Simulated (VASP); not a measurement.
# FeCo (Pm-3m) in VASP: notebook

FeCo is run at these levels: PBE; tasks: single point, relaxation of cell and atoms.

Everything below comes from runs of VASP 6.6.1. Logs are shortened: lines on timing, memory, paths and dates and some standing lists are left out, and cuts for length are marked.

## 1. The cell of the first run

Symmetry: Pm-3m, No. 221, cubic system. Conventional cell: a = 2.682 Å, b = 2.682 Å, c = 2.682 Å, α = 90.00°, β = 90.00°, γ = 90.00°. Fe (site symmetry m-3m) has 8 Co at 2.32 Å and 6 Fe at 2.68 Å within 3.1 Å. Within 3.1 Å of Co (site symmetry m-3m) lie 8 Fe at 2.32 Å and 6 Co at 2.68 Å.

The cell was built from a structure type or drawn by symmetry, and may not be a known phase.

## 2. Single point, PBE, collinear spin, ferromagnetic start

INCAR reads:

```
SYSTEM = FeCo
PREC = Accurate
ENCUT = 600
EDIFF = 1E-6
ISMEAR = 0
SIGMA = 0.1
LREAL = .False.
LASPH = .True.
NELM = 200
ALGO = Normal
ISIF = 2
LWAVE = .False.
LCHARG = .False.
ISPIN = 2
MAGMOM = 4 3
LORBIT = 11
LMAXMIX = 4
GGA = PE
NBANDS = 20
GGA_COMPAT = .False.
```

KPOINTS reads:

```
regular mesh
0
Gamma
  6 6 6
  0 0 0
```

POSCAR reads:

```
FeCo
1.0
    2.6816841900      0.0000000000      0.0000000000
    0.0000000000      2.6816841900      0.0000000000
    0.0000000000      0.0000000000      2.6816841900
Fe Co
1 1
Direct
    0.5000000000      0.5000000000      0.5000000000
    0.0000000000      0.0000000000      0.0000000000
```

Potentials or basis: VASP PAW PBE potentials, release 64 (Fe, Co).

On the command line:

```bash
cat potpaw_PBE.64/Fe/POTCAR potpaw_PBE.64/Co/POTCAR > POTCAR
mpirun -np 1 vasp_std > vasp.out
```

OUTCAR:

```text
SYSTEM = FeCo
   PREC = Accurate
   ENCUT = 600
   EDIFF = 1E-6
   ISMEAR = 0
   LREAL = .False.
   LASPH = .True.
   NELM = 200
   ISIF = 2
   ISPIN = 2
   LORBIT = 11
   GGA = PE

 ion  position               nearest neighbor table
   1  0.500  0.500  0.500-   2 2.32   2 2.32   2 2.32   2 2.32   2 2.32   2 2.32   2 2.32   2 2.32

   2  0.000  0.000  0.000-   1 2.32   1 2.32   1 2.32   1 2.32   1 2.32   1 2.32   1 2.32   1 2.32

  LATTYP: Found a simple cubic cell.
 ALAT       =     2.6816841900

  Lattice vectors:

 A1 = (   2.6816841900,   0.0000000000,   0.0000000000)
 A2 = (   0.0000000000,   2.6816841900,   0.0000000000)
 A3 = (   0.0000000000,   0.0000000000,   2.6816841900)

Analysis of symmetry for initial positions (statically):
=====================================================================
 Subroutine PRICEL returns:
 Original cell was already a primitive cell.

 Routine SETGRP: Setting up the symmetry group for a
 simple cubic supercell.

 Subroutine GETGRP returns: Found 48 space group operations
 (whereof 48 operations were pure point group operations)
 out of a pool of 48 trial point group operations.

The static configuration has the point symmetry O_h .

Analysis of symmetry for dynamics (positions and initial velocities):
=====================================================================
 Subroutine PRICEL returns:
 Original cell was already a primitive cell.

 Routine SETGRP: Setting up the symmetry group for a
 simple cubic supercell.

 Subroutine GETGRP returns: Found 48 space group operations
 (whereof 48 operations were pure point group operations)
 out of a pool of 48 trial point group operations.

The dynamic configuration has the point symmetry O_h .

Analysis of structural, dynamic, and magnetic symmetry:
=====================================================================
 Subroutine PRICEL returns:
 Original cell was already a primitive cell.

 Routine SETGRP: Setting up the symmetry group for a
 simple cubic supercell.

 Subroutine GETGRP returns: Found 48 space group operations
 (whereof 48 operations were pure point group operations)
 out of a pool of 48 trial point group operations.

The overall configuration has the point symmetry O_h .

 Subroutine INISYM returns: Found 48 space group operations
 (whereof 48 operations are pure point group operations),
 and found     1 'primitive' translations

----------------------------------------------------------------------------------------

                                     Primitive cell
[... 109 lines left out ...]
  Thomas-Fermi vector in A             =   2.671544
   LORBIT       =     11    0 simple, 1 ext, 2 COOP (PROOUT), +10 PAW based schemes
   GGA     = PE    functional components
   LHFCALC =     F    Hartree Fock is set to
   AEXX    =    0.0000 exact exchange contribution
   IVDW    =     0    specifies the selected vdW correction
   LEPSILON=     F    determine dielectric tensor
   LRPA    =     F    only Hartree local field effects (RPA)
 spin polarized calculation
 Gauss-broadening in eV      SIGMA  =   0.10
  energy-cutoff  :      600.00
  volume of cell :       19.29
 maximum number of plane-waves:       656
 NGX is ok and might be reduce to    24
   NGX = 11   NGY = 11   NGZ = 11

 number of electron      16.9999999 magnetization       4.1336807

 Free energy of the ion-electron system (eV)
  ---------------------------------------------------
  ext. energy  EPLUGINS =         0.00000000
  ---------------------------------------------------
  free energy    TOTEN  =       -14.87082013 eV

  energy without entropy =      -14.85819482  energy(sigma->0) =      -14.86450747

 E-fermi :  10.3266     XC(G=0): -14.0847

 val. band max:       10.3240356304   @ k =   0.5000   0.3333   0.0000
 cond. band min:      10.3518344308   @ k =   0.3333   0.0000   0.0000
 fundamental gap:      0.0277988004
 Fermi energy:        10.3265964646

 spin component 1

 k-point     1 :       0.0000    0.0000    0.0000
  band No.  band energies     occupation
      1       0.2825      1.00000
      2       3.9873      1.00000
      3       3.9873      1.00000
      4       7.0002      1.00000
      5       7.0002      1.00000
      6       7.0002      1.00000
[... 436 lines left out ...]
      6       5.9640      1.00000
[... 12 lines left out ...]
     19      46.0653      0.00000
     20      52.0085      0.00000
 Fermi energy:        10.3265964646

 spin component 2

 k-point     1 :       0.0000    0.0000    0.0000
  band No.  band energies     occupation
      1       0.4876      1.00000
      2       5.6642      1.00000
      3       5.6642      1.00000
      4       8.7553      1.00000
      5       8.7553      1.00000
      6       8.7553      1.00000
[... 449 lines left out ...]
     19      49.8961      0.00000
     20      51.8847      0.00000

------------------------ aborting loop because EDIFF is reached ----------------------------------------

  FORCE on cell =-STRESS in cart. coord.  units (eV):
  Direction    XX          YY          ZZ          XY          YZ          ZX
  --------------------------------------------------------------------------------------
  -------------------------------------------------------------------------------------
  Total        5.8545496      5.8545496      5.8545496     -0.0000000     -0.0000000      0.0000000
  in kB      486.3861224    486.3861224    486.3861224     -0.0000000     -0.0000000      0.0000000
  external PRESSURE =     486.3861224 kB  Pullay stress =       0.0000000 kB

 VOLUME and BASIS-vectors are now :
 -----------------------------------------------------------------------------
  energy-cutoff  :      600.00
  volume of cell :       19.29
      direct lattice vectors                 reciprocal lattice vectors
     2.681684190  0.000000000  0.000000000     0.372899987  0.000000000  0.000000000
     0.000000000  2.681684190  0.000000000     0.000000000  0.372899987  0.000000000
     0.000000000  0.000000000  2.681684190     0.000000000  0.000000000  0.372899987

 POSITION                                       TOTAL-FORCE (eV/Angst)
 -----------------------------------------------------------------------------------
      1.34084      1.34084      1.34084         0.000000      0.000000      0.000000
      0.00000      0.00000      0.00000         0.000000      0.000000      0.000000
 -----------------------------------------------------------------------------------
    total drift:                                0.000000      0.000000     -0.000000

  FREE ENERGIE OF THE ION-ELECTRON SYSTEM (eV)
  ---------------------------------------------------
  free  energy   TOTEN  =       -14.8708201330 eV

  energy  without entropy=      -14.8581948169  energy(sigma->0) =      -14.86450747

 total charge

# of ion       s       p       d       tot
------------------------------------------
    1        0.543   0.690   6.350   7.583
    2        0.567   0.668   7.371   8.606
--------------------------------------------------
tot          1.110   1.358  13.722  16.189

 magnetization (x)

# of ion       s       p       d       tot
------------------------------------------
    1       -0.013  -0.035   2.467   2.419
    2       -0.006  -0.047   1.725   1.672
--------------------------------------------------
tot         -0.019  -0.082   4.193   4.091
```

OSZICAR:

```text
N       E                     dE             d eps       ncg     rms          rms(c)
DAV:   1     0.943027735121E+02    0.94303E+02   -0.83944E+03  1752   0.130E+03
DAV:   2    -0.106500408990E+02   -0.10495E+03   -0.93892E+02  1620   0.231E+02
DAV:   3    -0.158662823177E+02   -0.52162E+01   -0.50647E+01  1748   0.612E+01
DAV:   4    -0.159447531382E+02   -0.78471E-01   -0.78383E-01  1936   0.653E+00
DAV:   5    -0.159472532201E+02   -0.25001E-02   -0.24998E-02  1904   0.108E+00    0.202E+01
DAV:   6    -0.150217240564E+02    0.92553E+00   -0.46019E+00  1800   0.443E+01    0.636E+00
DAV:   7    -0.153870878282E+02   -0.36536E+00   -0.25887E+00  2088   0.322E+01    0.110E+01
DAV:   8    -0.149001941493E+02    0.48689E+00   -0.19438E+00  2100   0.244E+01    0.376E+00
DAV:   9    -0.148776097600E+02    0.22584E-01   -0.30228E-02  2384   0.231E+00    0.184E+00
DAV:  10    -0.148710765367E+02    0.65332E-02   -0.17629E-03  2500   0.504E-01    0.349E-01
DAV:  11    -0.148707894766E+02    0.28706E-03   -0.87837E-04  1840   0.494E-01    0.102E-01
DAV:  12    -0.148708150353E+02   -0.25559E-04   -0.16958E-04  2288   0.156E-01    0.368E-02
DAV:  13    -0.148708192284E+02   -0.41930E-05   -0.20570E-05  2156   0.639E-02    0.184E-02
DAV:  14    -0.148708201330E+02   -0.90468E-06   -0.27798E-06  1448   0.229E-02
   1 F= -.14870820E+02 E0= -.14864507E+02  d E =-.126253E-01  mag=     4.1334
```

stdout:

```text
POSCAR found type information on POSCAR FeCo
 POSCAR found :  2 types and       2 ions
 scaLAPACK will be used
 LDA part: xc-table for (Slater+PW92), standard interpolation
 POSCAR, INCAR and KPOINTS ok, starting setup
 FFT: planning ... GRIDC
 FFT: planning ... GRID_SOFT
 FFT: planning ... GRID
 WAVECAR not read
 entering main loop
```

Run time: 9 s. Hardware: 1 thread of Intel Xeon 6975P-C (Granite Rapids), shared host; peak memory 0.15 GiB.

Results:

```
Free energy                                           : -14.8708 eV
Pressure                                              : 48.6 GPa
Net moment                                            : 4.13 μB per cell
Site moments                                          : Fe +2.42; Co +1.67 μB
Valence electrons inside the program's atomic spheres : Fe 7.58; Co 8.61
```

Caveat: the k points lie up to 0.39 Å⁻¹ apart.

## 3. Single point, PBE, collinear spin, ferromagnetic start

This run uses another cell than the first one, of 11.58 Å³/atom.

INCAR reads:

```
SYSTEM = FeCo
  PREC = Accurate
  ENCUT = 600
  EDIFF = 1E-6
  ISMEAR = 0
  SIGMA = 0.1
  LREAL = .False.
  LASPH = .True.
  NELM = 200
  ALGO = Normal
  ISIF = 2
  LWAVE = .False.
  LCHARG = .False.
  ISPIN = 2
  MAGMOM = 4 3
  LORBIT = 11
  LMAXMIX = 4
  GGA = PE
  NBANDS = 20
  GGA_COMPAT = .False.
```

KPOINTS reads:

```
Automatic mesh
0
Gamma
  6 6 6
  0 0 0
```

POSCAR reads:

```
FeCo
1.0
    2.8502797039      0.0000000000      0.0000000000
    0.0000000000      2.8502797039      0.0000000000
    0.0000000000      0.0000000000      2.8502797039
Fe Co
1 1
Direct
    0.5000000000      0.5000000000      0.5000000000
    0.0000000000      0.0000000000      0.0000000000
```

Potentials or basis: VASP PAW PBE potentials, release 64 (Fe, Co).

On the command line:

```bash
cat potpaw_PBE.64/Fe/POTCAR potpaw_PBE.64/Co/POTCAR > POTCAR
mpirun -np 1 vasp_std > vasp.out
```

Run time: 9.8 s. Hardware: 1 thread of Intel Xeon 6975P-C (Granite Rapids), shared host; peak memory 0.15 GiB.

Results (log left out):

```yaml
Free_energy: -15.3888 eV
Pressure: -0.3 GPa
Net_moment: 4.71 μB per cell
Site_moments: Fe +2.87; Co +1.83 μB
Valence_electrons_inside_the_program's_atomic_spheres: Fe 7.13; Co 8.22
```

Levels at points of the mesh, in eV from the Fermi level:
Spin up:
```
           k point  band 8  band 9  band 10  band 11  band 12  band 13  band 14  band 15
(0.00, 0.00, 0.00)   -2.02   -0.92    -0.92    -0.92     9.08     9.08     9.08    14.62
(0.50, 0.00, 0.00)   -2.55   -2.11    -1.94    -0.89    -0.65    15.90    15.90    16.08
(0.50, 0.50, 0.00)   -1.79   -0.68    -0.68    -0.12    -0.12     6.03     6.22    17.68
(0.50, 0.50, 0.50)   -1.90   -1.75    -1.75     7.59     7.59     7.59     7.67     7.67
```
Spin down:
| k point | band 3 | band 4 | band 5 | band 6 | band 7 | band 8 | band 9 | band 10 |
| --- | --- | --- | --- | --- | --- | --- | --- | --- |
| (0.00, 0.00, 0.00) | -3.39 | -1.10 | -1.10 | -1.10 | 0.87 | 0.87 | 1.55 | 1.55 |
| (0.50, 0.00, 0.00) | -1.55 | -1.06 | -1.06 | -1.06 | -0.32 | -0.23 | -0.23 | 0.71 |
| (0.50, 0.50, 0.00) | -2.21 | -2.21 | 0.04 | 0.04 | 0.58 | 0.67 | 0.84 | 1.51 |
| (0.50, 0.50, 0.50) | -2.53 | -2.14 | -2.14 | -2.14 | 0.71 | 0.71 | 1.56 | 1.56 |

Caveat: the k points lie up to 0.37 Å⁻¹ apart.

(Continued in part 2 of 2.)
